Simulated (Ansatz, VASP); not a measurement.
## PbS: VASP beside Ansatz

```
CELL_PARAMETERS angstrom
0.00000 2.87605 2.87605
2.87605 0.00000 2.87605
2.87605 2.87605 0.00000
ATOMIC_POSITIONS crystal
Pb 0.00000 0.00000 0.00000
S 0.50000 0.50000 0.50000
```

Change from the starting cell: strain -0.030 along x and y, -0.030 along z, atoms carried along.

Alike in both runs: task single point; functional r2SCAN; k mesh 8 × 8 × 8; occupations gaussian, width 0.05 eV; no spin polarisation.

|  | VASP | Ansatz |
| --- | --- | --- |
| version | VASP 6.6.1 | Ansatz 0.2.0 |
| potentials or method | VASP PAW PBE potentials, release 64 (Pb_d, S), cutoff 520 eV | scalar-relativistic, plane waves, PAW |
| valence electrons in the cell | 20 | 20 |

```tsv
	VASP	Ansatz	Ansatz less VASP
gap on the k mesh at the Fermi level (eV)	0.21	0.20	-0.013
least direct gap on the mesh (eV)	0.21	0.20	-0.013
pressure (GPa)	8.4	8.4	+0.01
```

VASP's potentials were made for PBE, not for r2SCAN.

Neither program's run includes spin-orbit coupling.
